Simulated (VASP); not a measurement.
Input of a VASP 6.6.1 run:

The input INCAR:

```
SYSTEM = Ce
PREC = Accurate ; ENCUT = 520
EDIFF = 1E-6 ; ISMEAR = -1
SIGMA = 0.05 ; LREAL = .FALSE.
LASPH = .TRUE. ; NELM = 150
ALGO = Normal ; ISIF = 2
LWAVE = .FALSE. ; LCHARG = .FALSE.
ISPIN = 2 ; MAGMOM = 1
LORBIT = 11 ; LMAXMIX = 6
NBANDS = 16
```

Contents of KPOINTS:

```
Automatic mesh
0
G
  12 12 12
  0 0 0
```

POSCAR

```
Ce
1.0
    0.0000000000      2.2611878689      2.2611878689
    2.2611878689      0.0000000000      2.2611878689
    2.2611878689      2.2611878689      0.0000000000
Ce
1
Direct
    0.0000000000      0.0000000000      0.0000000000
```

Potentials or basis: VASP PAW LDA potentials, release 64 (Ce).

Command:

```console
$ cat potpaw_LDA.64/Ce/POTCAR > POTCAR
$ mpirun -np 1 vasp_std > vasp.out
```

Estimate the net moment.

0.00 μB per cell.

What does it give for the pressure?

-0.5 GPa.

What does it give for the band gap on the k mesh?

Zero (filled and empty bands overlap).

Caveat: the magnetic or orbital state may not be the lowest; spin-orbit coupling is left out, which moves the levels of the heavy elements. The state reached can hang on the start; a lower one may exist.
